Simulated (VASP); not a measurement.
Write the native input for VASP 6.6.1 that does the following.

```yaml
Task: single point
Functional: LDA
Potentials_or_basis: VASP PAW LDA potentials, release 64 (Bi_d)
Cutoff: 520 eV
k_mesh: 9 × 9 × 9
Occupations: gaussian, width 0.05 eV
Spin: no spin polarisation
Dipole_correction: no
Further_INCAR_settings: ALGO = Fast; EDIFF = 1e-06; NBANDS = 14
```

The structure of Bi lies in POSCAR:

```
Bi
1.0
   -1.9814305318      1.9814305318      1.9814305318
    1.9814305318     -1.9814305318      1.9814305318
    1.9814305318      1.9814305318     -1.9814305318
Bi
1
Direct
    0.0000000000      0.0000000000      0.0000000000
```

These files were run (other wordings do the same):

INCAR

```
SYSTEM = Bi
  ALGO = Fast
  EDIFF = 1E-6
  ENCUT = 520
  GGA = CA
  ISIF = 2
  ISMEAR = 0
  LASPH = .TRUE.
  LCHARG = .FALSE.
  LREAL = .FALSE.
  LWAVE = .FALSE.
  NBANDS = 14
  NELM = 60
  PREC = Accurate
  SIGMA = 0.05
```

KPOINTS

```
k-points
0
G
  9 9 9
  0 0 0
```

Potentials or basis: VASP PAW LDA potentials, release 64 (Bi_d).

Run with:

```sh
$ cat potpaw_LDA.64/Bi_d/POTCAR > POTCAR
$ mpirun -np 1 vasp_std > vasp.out
```

It gave:

```json
{"Pressure": "-3.2 GPa"}
```

Run time: 8.7 s on 1 thread of Intel(R) Xeon(R) 6975P-C (Granite Rapids) (shared host), peak memory 0.13 GiB.
